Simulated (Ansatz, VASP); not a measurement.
MnB6 in VASP and in Ansatz

```
CELL_PARAMETERS angstrom
-0.03479 -0.00054 3.60295
-2.95476 2.44241 0.00022
-2.95417 -2.44165 0.00092
ATOMIC_POSITIONS crystal
Mn 0.00000 0.00000 0.00000
B 0.75325 0.53761 0.92194
B 0.24680 0.07804 0.46241
B 0.24675 0.46240 0.07805
B 0.75320 0.92197 0.53760
B 0.49996 0.78596 0.21405
B 0.50005 0.21404 0.78596
```

Change from the starting cell: cell x1, atoms moved at random (sigma 0.1 Å) and cell strained at random (1.5 %), then relaxed without symmetry.

Alike in both runs: functional PBE; k mesh 6 × 6 × 6; occupations gaussian, width 0.2 eV; no spin polarisation.

Ansatz relaxed the structure, and its values are those at the end. VASP's run is a single point on that final structure, the one shown.

```csv
,VASP,Ansatz
version,VASP 6.6.1,Ansatz 0.2.0
potentials or method,"VASP PAW PBE potentials, release 64 (Mn_pv, B), cutoff 520 eV","scalar-relativistic, plane waves, PAW"
valence electrons in the cell,31,33
```

|  | VASP | Ansatz | Ansatz less VASP |
| --- | --- | --- | --- |
| gap on the k mesh at the Fermi level (eV) | none | none | - |
| pressure (GPa) | 0.1 | 0.1 | -0.03 |
| rms of the force components (eV/Å) | 0.004 | 0.003 | -0.0007 |

A gap of «none» marks a metal or a gap that the smearing closes. VASP's potentials hold 31 valence electrons a cell and Ansatz's 33, so a difference there can come from the potentials and not from the codes.
